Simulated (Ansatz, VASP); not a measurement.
# One calculation of TiO2, two programs

Contents of INCAR:

```
SYSTEM = TiO2
ALGO = Normal
EDIFF = 1E-6
ENCUT = 520
GGA = PS
ISIF = 2
ISMEAR = 0
LASPH = .TRUE.
LCHARG = .FALSE.
LREAL = .FALSE.
LWAVE = .FALSE.
NBANDS = 33
NELM = 100
PREC = Accurate
SIGMA = 0.02
```

Contents of KPOINTS:

```
k-points
0
G
  6 6 10
  0 0 0
```

The input POSCAR:

```
TiO2
1.0
    4.5908688281      0.0000000000      0.0000000000
    0.0000000000      4.5908688281      0.0000000000
    0.0000000000      0.0000000000      2.9392264229
Ti O
2 4
Direct
    0.0000000000      0.0000000000      0.0000000000
    0.5000000000      0.5000000000      0.5000000000
    0.3044100929      0.3044100929      0.0000000000
    0.1955899071      0.8044100929      0.5000000000
    0.6955899071      0.6955899071      0.0000000000
    0.8044100929      0.1955899071      0.5000000000
```

Input for Ansatz:

```yaml
crystal:
  lattice:
    - [4.5908688281, 0.0, 0.0]
    - [0.0, 4.5908688281, 0.0]
    - [0.0, 0.0, 2.9392264229]
  atoms:
    - { symbol: Ti, position: [0.0, 0.0, 0.0] }
    - { symbol: Ti, position: [0.5, 0.5, 0.5] }
    - { symbol: O, position: [0.3044100929, 0.3044100929, 0.0] }
    - { symbol: O, position: [0.1955899071, 0.8044100929, 0.5] }
    - { symbol: O, position: [0.6955899071, 0.6955899071, 0.0] }
    - { symbol: O, position: [0.8044100929, 0.1955899071, 0.5] }
basis:
  ecutwfc: 420
kpoints:
  mp_grid: { grid: [6, 6, 10] }
  band_path: { path: [VBM, CBM], npoints: 2 }
hamiltonian:
  xc: pbesol
scf:
  occupations: { method: gaussian, width: 0.02 }
output:
  forces: true
  stress: true
  eigenvalues: true
```

Alike in both runs: task single point; functional PBEsol; k mesh 6 × 6 × 10; occupations gaussian, width 0.02 eV; no spin polarisation.

|  | VASP | Ansatz |
| --- | --- | --- |
| version | VASP 6.6.1 | Ansatz 0.2.0 |
| potentials or method | VASP PAW PBE potentials, release 64 (Ti_sv, O), cutoff 520 eV | scalar-relativistic, plane waves, PAW |
| valence electrons in the cell | 48 | 48 |

Ansatz gave:

```
gap on the k mesh at the Fermi level (eV)                     : 1.87
least direct gap on the mesh (eV)                             : 1.87
pressure (GPa)                                                : 0.0
traceless stress, the component that is largest in VASP (GPa) : -0.03
rms of the force components (eV/Å)                            : 0.002
```

Question: Estimate VASP's values.

Answer: gap on the k mesh at the Fermi level (eV): 1.84; least direct gap on the mesh (eV): 1.84; pressure (GPa): 0.6; traceless stress, the component that is largest in VASP (GPa): 0.17; rms of the force components (eV/Å): 0.010.

VASP's potentials were made for PBE, not for PBEsol. Atom by atom the forces differ by 0.012 eV/Å (rms over components).
